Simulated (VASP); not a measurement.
A run of VASP 6.6.1 is set up as follows.

The input INCAR:

```
SYSTEM = Ir
PREC     = Accurate       ! precision mode
ENCUT    = 520            ! plane-wave cutoff, eV
EDIFF    = 1E-6           ! SCF threshold, eV
ISMEAR   = -1             ! smearing method
SIGMA    = 0.05           ! smearing width, eV
LREAL    = .FALSE.        ! projectors in reciprocal space
LASPH    = .TRUE.         ! aspherical terms in the spheres
NELM     = 60             ! most SCF steps
ALGO     = Normal         ! electronic algorithm
ISIF     = 2              ! what is computed and relaxed
LWAVE    = .FALSE.        ! write WAVECAR
LCHARG   = .FALSE.        ! write CHGCAR
GGA      = PS             ! functional
NBANDS   = 10             ! bands
```

The input KPOINTS:

```
Automatic mesh
0
G
  15 15 15
  0 0 0
```

The input POSCAR:

```
Ir
1.0
    0.0000000000      1.9197000000      1.9388970000
    1.9197000000      0.0000000000      1.9388970000
    1.9197000000      1.9197000000      0.0000000000
Ir
1
Direct
    0.0000000000      0.0000000000      0.0000000000
```

Potentials or basis: VASP PAW PBE potentials, release 64 (Ir).

The run is started by

```bash
$ cat potpaw_PBE.64/Ir/POTCAR > POTCAR
$ mpirun -np 1 vasp_std > vasp.out
```

Question: Estimate the pressure.

Answer: -5.5 GPa.

Stress tensor (GPa, compression positive):
```
-4.25  0.00  0.00
 0.00 -4.25  0.00
 0.00  0.00 -8.06
```

Caveat: the cell differs from its parent crystal (zz strain of +1 %); the PAW data sets were made with another functional, which shifts forces and pressure a little.
